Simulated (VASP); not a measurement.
# Ni (P6_3/mmc) in VASP: single point with PBEsol

Aim: the single point of Ni with PBEsol.

Program: VASP 6.6.1. These are calculated values, not measurements. Logs are shortened: lines on timing, memory, paths and dates and some standing lists are left out, and cuts for length are marked.

### Step 1. The cell of the first run

The structure is hexagonal, space group P6_3/mmc (No. 194). Conventional cell: a = 2.365 Å, b = 2.365 Å, c = 3.877 Å, α = 90.00°, β = 90.00°, γ = 120.00°. Within 3.1 Å of Ni (site symmetry -6m2) lie 12 Ni at 2.36 to 2.37 Å.

This isn't the form of Ni at room conditions, which is fcc.

### Step 2. Single point, PBEsol, collinear spin, ferromagnetic start (9.39 Å³/atom)

Input file POSCAR:

```
Ni
1.0
    2.3645452841      0.0000000000      0.0000000000
   -1.1822726420      2.0477562844      0.0000000000
    0.0000000000      0.0000000000      3.8767660191
Ni
2
Direct
    0.3333333333      0.6666666667      0.2500000000
    0.6666666667      0.3333333333      0.7500000000
```

Input file INCAR.step1:

```
PREC = Accurate ; ENCUT = 520
EDIFF = 1E-7 ; ISMEAR = -1
SIGMA = 0.1 ; LREAL = F
LASPH = T ; NELM = 150
ALGO = Normal ; ISIF = 2
LWAVE = F ; LCHARG = T
ISPIN = 2 ; MAGMOM = 1 1
LMAXMIX = 4 ; GGA = PS
NBANDS = 21
```

Input file KPOINTS.step1:

```
regular mesh
0
Gamma
  18 18 10
```

Input file INCAR.step2:

```
PREC = Accurate ; ENCUT = 520
EDIFF = 1E-7 ; ISMEAR = -5
SIGMA = 0.1 ; LREAL = F
LASPH = T ; NELM = 150
ALGO = Normal ; ISIF = 2
LWAVE = F ; LCHARG = F
ISPIN = 2 ; MAGMOM = 1 1
LORBIT = 11 ; LMAXMIX = 4
GGA = PS ; NEDOS = 1001
ICHARG = 11
```

Input file KPOINTS.step2:

```
regular mesh
0
Gamma
  27 27 15
```

Potentials or basis: VASP PAW PBE potentials, release 64 (Ni).

Run with:

```console
cat potpaw_PBE.64/Ni/POTCAR > POTCAR
cp INCAR.step1 INCAR
cp KPOINTS.step1 KPOINTS
mpirun -np 1 vasp_std > vasp.out
cp INCAR.step2 INCAR
cp KPOINTS.step2 KPOINTS
mpirun -np 1 vasp_std > vasp.out
```

OUTCAR:

```text
PREC = Accurate
   ENCUT = 520
   EDIFF = 1E-7
   ISMEAR = -5
   LREAL = F
   LASPH = T
   NELM = 150
   ISIF = 2
   ISPIN = 2
   LORBIT = 11
   GGA = PS
   ICHARG = 11

 ion  position               nearest neighbor table
   1  0.333  0.667  0.250-   2 2.37   2 2.37   2 2.37   2 2.37   2 2.37   2 2.37
   2  0.667  0.333  0.750-   1 2.37   1 2.37   1 2.37   1 2.37   1 2.37   1 2.37

  LATTYP: Found a hexagonal cell.
 ALAT       =     2.3645452841
 C/A-ratio  =     1.6395397649

  Lattice vectors:

 A1 = (   2.3645452841,   0.0000000000,   0.0000000000)
 A2 = (  -1.1822726420,   2.0477562844,   0.0000000000)
 A3 = (   0.0000000000,   0.0000000000,   3.8767660191)

Analysis of symmetry for initial positions (statically):
=====================================================================
 Subroutine PRICEL returns:
 Original cell was already a primitive cell.

 Routine SETGRP: Setting up the symmetry group for a
 hexagonal supercell.

 Subroutine GETGRP returns: Found 24 space group operations
 (whereof 12 operations were pure point group operations)
 out of a pool of 24 trial point group operations.

The static configuration has the point symmetry D_3d.
 The point group associated with its full space group is D_6h.

Analysis of symmetry for dynamics (positions and initial velocities):
=====================================================================
 Subroutine PRICEL returns:
 Original cell was already a primitive cell.

 Routine SETGRP: Setting up the symmetry group for a
 hexagonal supercell.

 Subroutine GETGRP returns: Found 24 space group operations
 (whereof 12 operations were pure point group operations)
 out of a pool of 24 trial point group operations.

The dynamic configuration has the point symmetry D_3d.
 The point group associated with its full space group is D_6h.

Analysis of structural, dynamic, and magnetic symmetry:
=====================================================================
 Subroutine PRICEL returns:
 Original cell was already a primitive cell.

 Routine SETGRP: Setting up the symmetry group for a
 hexagonal supercell.

 Subroutine GETGRP returns: Found 24 space group operations
 (whereof 12 operations were pure point group operations)
 out of a pool of 24 trial point group operations.

The overall configuration has the point symmetry D_3d.
 The point group associated with its full space group is D_6h.

 Subroutine INISYM returns: Found 24 space group operations
 (whereof 12 operations are pure point group operations),
 and found     1 'primitive' translations

[... 138 lines left out ...]
  ext. energy  EPLUGINS =         0.00000000
  ---------------------------------------------------
  free energy    TOTEN  =       -12.04571299 eV

  energy without entropy =      -12.04571299  energy(sigma->0) =      -12.04571299

 E-fermi :  11.4738     XC(G=0): -14.3349

 val. band max:       11.5559920421   @ k =   0.4815  -0.0000   0.4000
 cond. band min:      11.4315521045   @ k =   0.0000   0.0000   0.1333
 fundamental gap:     -0.1244399375
 Fermi energy:        11.4737561416

 spin component 1

 k-point     1 :       0.0000    0.0000    0.0000
  band No.  band energies     occupation
      1       1.3031      1.00000
      2       5.7374      1.00000
      3       8.6435      1.00000
      4       8.7546      1.00000
      5       8.7546      1.00000
      6       9.0969      1.00000
      7       9.0969      1.00000
      8       9.5983      1.00000
      9       9.5983      1.00000
     10      10.7747      1.00000
     11      10.7816      1.00000
     12      10.7816      1.00000
     13      18.2015      0.00000
     14      35.2994      0.00000
[... 403 lines left out ...]
      4       8.1730      1.00000
      5       8.7211      1.00000
      6       8.8935      1.00000
      7       8.9818      1.00000
      8      10.6720      1.00000
      9      10.7262      1.00000
     10      10.9924      1.00000
     11      11.3151      0.83307
     12      17.7521      0.00000
     13      19.6307      0.00000
     14      21.5851      0.00000
     15      27.6976      0.00000

 [... further k-points ...]

 spin component 2

 k-point     1 :       0.0000    0.0000    0.0000
  band No.  band energies     occupation
      1       1.3081      1.00000
      2       6.0945      1.00000
      3       9.2593      1.00000
      4       9.3527      1.00000
      5       9.3527      1.00000
      6       9.7137      1.00000
      7       9.7137      1.00000
      8      10.2195      1.00000
      9      10.2195      1.00000
     10      10.7660      1.00000
     11      11.4439      1.00000
     12      11.4439      0.07229
     13      18.5841      0.00000
     14      35.2244      0.00000
[... 403 lines left out ...]
      4       8.5321      1.00000
      5       9.2907      1.00000
      6       9.4346      1.00000
      7       9.5622      1.00000
      8      11.3484      1.02559
      9      11.3949      0.92559
     10      11.6655     -0.00330
     11      11.9098      0.00000
     12      18.0050      0.00000
     13      19.8457      0.00000
     14      21.7862      0.00000
     15      27.8396      0.00000

 [... further k-points ...]
[... 5 lines left out ...]
  --------------------------------------------------------------------------------------
  -------------------------------------------------------------------------------------
  Total        3.2327385      3.2327385      3.3352497      0.0000000      0.0000000      0.0000000
  in kB      275.9215818    275.9215818    284.6711406      0.0000000      0.0000000      0.0000000
  external PRESSURE =     278.8381014 kB  Pullay stress =       0.0000000 kB

 VOLUME and BASIS-vectors are now :
 -----------------------------------------------------------------------------
  energy-cutoff  :      520.00
  volume of cell :       18.77
      direct lattice vectors                 reciprocal lattice vectors
     2.364545284  0.000000000  0.000000000     0.422914294  0.244169682  0.000000000
    -1.182272642  2.047756284  0.000000000     0.000000000  0.488339363  0.000000000
     0.000000000  0.000000000  3.876766019     0.000000000  0.000000000  0.257946958

 POSITION                                       TOTAL-FORCE (eV/Angst)
 -----------------------------------------------------------------------------------
     -0.00000      1.36517      0.96919         0.000000     -0.000000      0.000000
      1.18227      0.68259      2.90757        -0.000000      0.000000      0.000000
 -----------------------------------------------------------------------------------
    total drift:                                0.000000     -0.000000     -0.000000

  FREE ENERGIE OF THE ION-ELECTRON SYSTEM (eV)
  ---------------------------------------------------
  free  energy   TOTEN  =       -12.0457129910 eV

  energy  without entropy=      -12.0457129910  energy(sigma->0) =      -12.04571299

 total charge

# of ion       s       p       d       tot
------------------------------------------
    1        0.569   0.651   8.404   9.623
    2        0.569   0.651   8.404   9.623
--------------------------------------------------
tot          1.137   1.301  16.807  19.246

 magnetization (x)

# of ion       s       p       d       tot
------------------------------------------
    1       -0.005  -0.024   0.605   0.576
    2       -0.005  -0.024   0.605   0.576
--------------------------------------------------
tot         -0.010  -0.048   1.211   1.153
```

OUTCAR.step1:

```text
PREC = Accurate
   ENCUT = 520
   EDIFF = 1E-7
   ISMEAR = -1
   LREAL = F
[... 1399 lines left out ...]
     -0.00000      1.36517      0.96919         0.000000     -0.000000      0.000000
      1.18227      0.68259      2.90757        -0.000000      0.000000      0.000000
 -----------------------------------------------------------------------------------
    total drift:                                0.000000     -0.000000     -0.000000

  FREE ENERGIE OF THE ION-ELECTRON SYSTEM (eV)
  ---------------------------------------------------
  free  energy   TOTEN  =       -12.1051955187 eV

  energy  without entropy=      -11.9952585243  energy(sigma->0) =      -12.05022702
```

It took 4.4 min on 1 thread of Intel Xeon 8259CL, shared host; peak memory 0.39 GiB.

Results:

- Net moment: 1.15 μB per cell
- Site moments: Ni +0.58 μB
- Valence electrons inside the program's atomic spheres: Ni 9.62

Caveat: the PAW data sets were made with another functional, which shifts forces and pressure a little.
